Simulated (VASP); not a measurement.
# LiSi16 (a cell with a defect) in VASP: notebook, part 2 of 3

VASP 6.6.1.

### Step 3. Single point, PBE

Input file INCAR:

```
PREC = Accurate
ENCUT = 520
EDIFF = 1E-6
ISMEAR = 0
SIGMA = 0.02
LREAL = Auto
LASPH = T
NELM = 100
ALGO = Normal
ISIF = 2
LWAVE = F
LCHARG = F
GGA = PE
NELECT = 66.0
NBANDS = 48
```

Input file KPOINTS:

```
regular mesh
0
Gamma
  2 2 2
```

Input file POSCAR:

```
LiSi16
1.0
    0.0000000000      5.4300000000      5.4300000000
    5.4300000000      0.0000000000      5.4300000000
    5.4300000000      5.4300000000      0.0000000000
Si Li
16 1
Direct
   -0.0006435543     -0.0015056169     -0.0050564457
    0.1335566298      0.1327800184      0.1006918048
    0.0098910681      0.0091783610      0.4715805709
    0.1197929098      0.1191562615      0.6192050645
   -0.0006460405      0.5069998158     -0.0051132597
    0.1193127072      0.6249898711      0.1304370166
   -0.0131395028      0.5046150092      0.5038045120
    0.1198092081      0.6417627993      0.6191688766
    0.5077712707     -0.0015073665     -0.0050259669
    0.6258324125      0.1185705341      0.1303580110
    0.5053155617     -0.0138735727      0.5037805709
    0.6423980663      0.1191490792      0.6192170350
    0.4921354512      0.4913656538      0.0249372928
    0.6258500000      0.6249864641      0.1304162983
    0.5052753223      0.5046300184      0.5038005525
    0.6162217311      0.6154596685      0.6526609576
    0.2895782689      0.2890779006      0.6322473297
```

Potentials or basis: VASP PAW PBE potentials, release 64 (Si, Li_sv).

Run with:

```console
> cat potpaw_PBE.64/Si/POTCAR potpaw_PBE.64/Li_sv/POTCAR > POTCAR
> mpirun -np 1 vasp_std > vasp.out
```

OUTCAR:

```text
PREC = Accurate
   ENCUT = 520
   EDIFF = 1E-6
   ISMEAR = 0
   LREAL = Auto
   LASPH = T
   NELM = 100
   ISIF = 2
   GGA = PE
   NELECT = 66.0

 ion  position               nearest neighbor table
   1  0.999  0.998  0.995-   6 2.34  10 2.34   2 2.35   4 2.36
   2  0.134  0.133  0.101-   3 2.33   9 2.35   5 2.35   1 2.35
   3  0.010  0.009  0.472-   8 2.31  12 2.31   4 2.31   2 2.33
   4  0.120  0.119  0.619-   3 2.31  17 2.32   1 2.36   7 2.42  11 2.42
   5  0.999  0.507  0.995-   6 2.34  14 2.34   2 2.35   8 2.36
   6  0.119  0.625  0.130-  13 2.34   7 2.34   5 2.34   1 2.34
   7  0.987  0.505  0.504-  16 2.33   6 2.34   4 2.42   8 2.42  17 2.43
   8  0.120  0.642  0.619-   3 2.31  17 2.32   5 2.36   7 2.42  15 2.42
   9  0.508  0.998  0.995-  14 2.34  10 2.34   2 2.35  12 2.36
  10  0.626  0.119  0.130-  13 2.34  11 2.34   9 2.34   1 2.34
  11  0.505  0.986  0.504-  16 2.33  10 2.34   4 2.42  12 2.42  17 2.44
  12  0.642  0.119  0.619-   3 2.31  17 2.32   9 2.36  15 2.42  11 2.42
  13  0.492  0.491  0.025-  16 2.33  10 2.34  14 2.34   6 2.34
  14  0.626  0.625  0.130-  13 2.34  15 2.34   9 2.34   5 2.34
[... 208 lines left out ...]
 k-point     1 :       0.0000    0.0000    0.0000
  band No.  band energies     occupation
      1     -40.2583      2.00000
      2      -5.9115      2.00000
      3      -3.6715      2.00000
      4      -3.6068      2.00000
      5      -3.6067      2.00000
      6      -3.5676      2.00000
[... 373 lines left out ...]
     44      10.2789      0.00000
     45      10.3303      0.00000
 [bands above 45 left out]

------------------------ aborting loop because EDIFF is reached ----------------------------------------

  FORCE on cell =-STRESS in cart. coord.  units (eV):
  Direction    XX          YY          ZZ          XY          YZ          ZX
  --------------------------------------------------------------------------------------
  -------------------------------------------------------------------------------------
  Total       -0.6146128     -0.6049686     -0.6095053     -0.7942398      0.7845463      0.7944044
  in kB       -3.0752662     -3.0270107     -3.0497103     -3.9740448      3.9255425      3.9748681
  external PRESSURE =      -3.0506624 kB  Pullay stress =       0.0000000 kB

 VOLUME and BASIS-vectors are now :
 -----------------------------------------------------------------------------
  energy-cutoff  :      520.00
  volume of cell :      320.21
      direct lattice vectors                 reciprocal lattice vectors
     0.000000000  5.430000000  5.430000000    -0.092081031  0.092081031  0.092081031
     5.430000000  0.000000000  5.430000000     0.092081031 -0.092081031  0.092081031
     5.430000000  5.430000000  0.000000000     0.092081031  0.092081031 -0.092081031

 POSITION                                       TOTAL-FORCE (eV/Angst)
 -----------------------------------------------------------------------------------
     10.82437     10.82905     10.84833        -0.024575     -0.027947      0.012388
      1.26775      1.27197      1.44621        -0.009839     -0.009199      0.007175
      2.61052      2.61439      0.10355        -0.011093     -0.018386      0.018767
      4.00930      4.01276      1.29749        -0.038960     -0.031513      0.021477
      8.15524     10.82873      8.17950        -0.011466     -0.025082      0.025217
      4.10197      1.35614      4.04156        -0.026891     -0.014366      0.029299
[... 9 lines left out ...]
      6.88589      6.89003      6.68803        -0.032624     -0.037479      0.037003
      5.00280      5.00551      3.14210         0.401586      0.410039     -0.407360
 -----------------------------------------------------------------------------------
    total drift:                               -0.000563     -0.003889     -0.000114

  FREE ENERGIE OF THE ION-ELECTRON SYSTEM (eV)
  ---------------------------------------------------
  free  energy   TOTEN  =       -93.0991631046 eV

  energy  without entropy=      -93.0991631046  energy(sigma->0) =      -93.09916310
```

It took 2.2 min on 1 thread of Intel Xeon 6975P-C (Granite Rapids), shared host; peak memory 0.47 GiB.

Results:

```
Free energy   : -93.0992 eV
Largest force : 0.704 eV/Å
```

Forces on the atoms (eV/Å):
```
Si  -0.025 -0.028  0.012
Si  -0.010 -0.009  0.007
Si  -0.011 -0.018  0.019
Si  -0.039 -0.032  0.021
Si  -0.011 -0.025  0.025
Si  -0.027 -0.014  0.029
Si  -0.042 -0.015  0.039
Si  -0.023 -0.033  0.035
Si  -0.027 -0.013  0.030
Si  -0.015 -0.024  0.023
Si  -0.007 -0.042  0.044
Si  -0.037 -0.023  0.031
Si  -0.027 -0.030  0.027
Si  -0.025 -0.028  0.015
Si  -0.044 -0.039  0.012
Si  -0.033 -0.037  0.037
Li   0.402  0.410 -0.407
```

Caveat: the k points lie up to 0.50 Å⁻¹ apart; the cell carries a net charge on a neutralising background, which shifts energy and pressure; the cell is charged against a uniform background, so pressure and absolute levels hang on convention; the cutoff is under 1.25 times the usual one of these potentials, so pressure, stress and relaxed cells hold a basis-set (Pulay) error.

### Step 4. Single point, PBE

Input file INCAR:

```
SYSTEM = LiSi16
  PREC = Accurate
  ENCUT = 520
  EDIFF = 1E-7
  ISMEAR = 0
  SIGMA = 0.02
  LREAL = Auto
  LASPH = .TRUE.
  NELM = 80
  ALGO = Normal
  ISIF = 2
  LWAVE = .FALSE.
  LCHARG = .TRUE.
  GGA = PE
  LELF = .TRUE.
  LVHAR = .TRUE.
  NELECT = 66.0
  NBANDS = 48
```

Input file KPOINTS:

```
Automatic mesh
0
G
  2 2 2
  0 0 0
```

Input file POSCAR:

```
LiSi16
1.0
    0.0000000000      5.4300000000      5.4300000000
    5.4300000000      0.0000000000      5.4300000000
    5.4300000000      5.4300000000      0.0000000000
Si Li
16 1
Direct
    0.0000381215     -0.0006979742     -0.0050869245
    0.1336812155      0.1330530387      0.1003208103
    0.0096050645      0.0089450276      0.4726002762
    0.1204014733      0.1198790055      0.6215239411
    0.0000277164      0.5058625230     -0.0051459484
    0.1179869245      0.6258020258      0.1304438306
   -0.0166986188      0.5053614180      0.5061426335
    0.1204267956      0.6383306630      0.6215275322
    0.5064805709     -0.0006901473     -0.0050647330
    0.6265348066      0.1173688766      0.1303287293
    0.5059238490     -0.0172330571      0.5060954880
    0.6389299263      0.1198687845      0.6215245856
    0.4922441068      0.4915833333      0.0246687845
    0.6265300184      0.6257996317      0.1304208103
    0.5059156538      0.5053734807      0.5061379374
    0.6158444751      0.6152612339      0.6537905157
    0.3359363720      0.3356245856      0.4931918048
```

Run with:

```console
> cat potpaw_PBE.64/Si/POTCAR potpaw_PBE.64/Li_sv/POTCAR > POTCAR
> mpirun -np 1 vasp_std > vasp.out
```

Run time: 2.7 min. Hardware: 1 thread of Intel Xeon 6975P-C (Granite Rapids), shared host; peak memory 0.47 GiB.

It converged, with:

```
Free energy   : -93.0986 eV
Largest force : 0.701 eV/Å
```

Forces in eV/Å, atoms in the order of the input:
```
Si   0.026  0.024 -0.016
Si   0.028  0.028 -0.029
Si   0.041  0.035 -0.036
Si   0.038  0.045 -0.009
Si   0.019  0.028 -0.029
Si   0.023  0.015 -0.021
Si   0.035  0.019 -0.038
Si   0.011  0.040 -0.038
Si   0.024  0.016 -0.023
Si   0.017  0.027 -0.028
Si   0.022  0.034 -0.034
Si   0.040  0.008 -0.043
Si   0.010  0.008 -0.010
Si   0.025  0.023 -0.015
Si   0.035  0.039 -0.020
Si   0.018  0.012 -0.013
Li  -0.413 -0.400  0.402
```

Levels at points of the mesh, in eV from the Fermi level:
```csv
k point,band 31,band 32,band 33,band 34,band 35,band 36
"(0.00, 0.00, 0.00)",-0.20,-0.14,-0.14,0.24,0.49,0.49
"(0.50, 0.00, 0.00)",-0.96,-0.92,-0.88,0.98,1.13,1.33
"(0.00, 0.50, 0.00)",-0.96,-0.92,-0.87,0.98,1.13,1.33
"(0.00, 0.00, 0.50)",-0.95,-0.87,-0.87,1.12,1.12,1.14
"(0.50, 0.50, 0.50)",-0.96,-0.92,-0.88,0.98,1.13,1.33
"(0.50, 0.50, 0.00)",-1.54,-1.46,-1.41,0.85,0.98,2.03
"(0.00, 0.50, 0.50)",-1.54,-1.46,-1.41,0.85,0.98,2.03
"(0.50, 0.00, 0.50)",-1.54,-1.46,-1.41,0.85,0.98,2.03
```

Caveat: the k points lie up to 0.50 Å⁻¹ apart; the cell carries a net charge on a neutralising background, which shifts energy and pressure; the cell is charged against a uniform background, so pressure and absolute levels hang on convention; the cutoff is under 1.25 times the usual one of these potentials, so pressure, stress and relaxed cells hold a basis-set (Pulay) error.

### Step 5. Single point, PBE

Input file INCAR:

```
SYSTEM = LiSi16
PREC = Accurate
ENCUT = 520
EDIFF = 1E-6
ISMEAR = 0
SIGMA = 0.02
LREAL = Auto
LASPH = .TRUE.
NELM = 60
ALGO = Normal
ISIF = 2
LWAVE = .FALSE.
LCHARG = .FALSE.
GGA = PE
NELECT = 66.0
NBANDS = 48
```

Input file KPOINTS:

```
regular mesh
0
G
  2 2 2
  0 0 0
```

Input file POSCAR:

```
LiSi16
1.0
    0.0000000000      5.4300000000      5.4300000000
    5.4300000000      0.0000000000      5.4300000000
    5.4300000000      5.4300000000      0.0000000000
Si Li
16 1
Direct
    0.0007246777      0.0000742173     -0.0039360958
    0.1314368324      0.1308434622      0.1071114180
    0.0072192449      0.0066713628      0.4797170350
    0.1221863720      0.1217594843      0.6224979742
    0.0007215470      0.5033777164     -0.0039692449
    0.1182021179      0.6262455801      0.1295107735
   -0.0141901473      0.5037872007      0.5069483425
    0.1222290976      0.6338506446      0.6224854512
    0.5039675875      0.0000786372     -0.0039232044
    0.6268889503      0.1176012891      0.1294697974
    0.5042535912     -0.0146534070      0.5069443831
    0.6343718232      0.1217491713      0.6224974217
    0.4949220074      0.4942805709      0.0167126151
    0.6268855433      0.6262413444      0.1295024862
    0.5042604972      0.5037971455      0.5069529466
    0.6179819521      0.6175289134      0.6473314917
    0.3584952118      0.3580874770      0.4257219153
```

Run with:

```console
> cat potpaw_PBE.64/Si/POTCAR potpaw_PBE.64/Li_sv/POTCAR > POTCAR
> mpirun -np 1 vasp_std > vasp.out
```

Run time: 2.3 min. Hardware: 1 thread of Intel Xeon 6975P-C (Granite Rapids), shared host; peak memory 0.47 GiB.

Results (log left out):

* Free energy: -93.4050 eV
* Largest force: 0.519 eV/Å

Forces in eV/Å, atoms in the order of the input:
```
Si   0.030  0.030 -0.009
Si   0.049  0.051 -0.049
Si   0.054  0.051 -0.052
Si   0.034  0.037  0.008
Si   0.010  0.031 -0.031
Si   0.011  0.013 -0.010
Si   0.017  0.034 -0.019
Si  -0.007  0.036 -0.035
Si   0.029  0.008 -0.028
Si   0.013  0.014 -0.014
Si   0.037  0.016 -0.015
Si   0.035 -0.008 -0.038
Si  -0.025 -0.028  0.026
Si   0.012  0.011 -0.012
Si   0.015  0.019 -0.035
Si  -0.014 -0.015  0.013
Li  -0.301 -0.299  0.300
```

Levels at points of the mesh, in eV from the Fermi level:
```tsv
k point	band 29	band 30	band 31	band 32	band 33	band 34	band 35	band 36	band 37	band 38
(0.00, 0.00, 0.00)	-1.31	-1.25	-0.20	-0.15	-0.15	0.42	0.49	0.49	0.56	0.56
(0.50, 0.00, 0.00)	-2.29	-1.00	-0.98	-0.90	-0.88	1.00	1.22	1.29	1.36	1.42
(0.00, 0.50, 0.00)	-2.29	-1.00	-0.98	-0.90	-0.88	1.00	1.22	1.28	1.36	1.43
(0.00, 0.00, 0.50)	-2.18	-0.96	-0.96	-0.88	-0.88	1.08	1.15	1.15	1.52	1.52
(0.50, 0.50, 0.50)	-2.29	-1.00	-0.98	-0.90	-0.88	1.00	1.22	1.29	1.36	1.42
(0.50, 0.50, 0.00)	-2.06	-1.54	-1.53	-1.47	-1.43	0.89	0.97	2.02	2.13	2.17
(0.00, 0.50, 0.50)	-2.06	-1.54	-1.53	-1.47	-1.42	0.89	0.97	2.02	2.13	2.17
(0.50, 0.00, 0.50)	-2.06	-1.54	-1.53	-1.47	-1.43	0.89	0.97	2.02	2.13	2.17
```

Caveat: the k points lie up to 0.50 Å⁻¹ apart; the cell carries a net charge on a neutralising background, which shifts energy and pressure; the cell is charged against a uniform background, so pressure and absolute levels hang on convention; the cutoff is under 1.25 times the usual one of these potentials, so pressure, stress and relaxed cells hold a basis-set (Pulay) error.

(Part 2 of 3 ends here.)
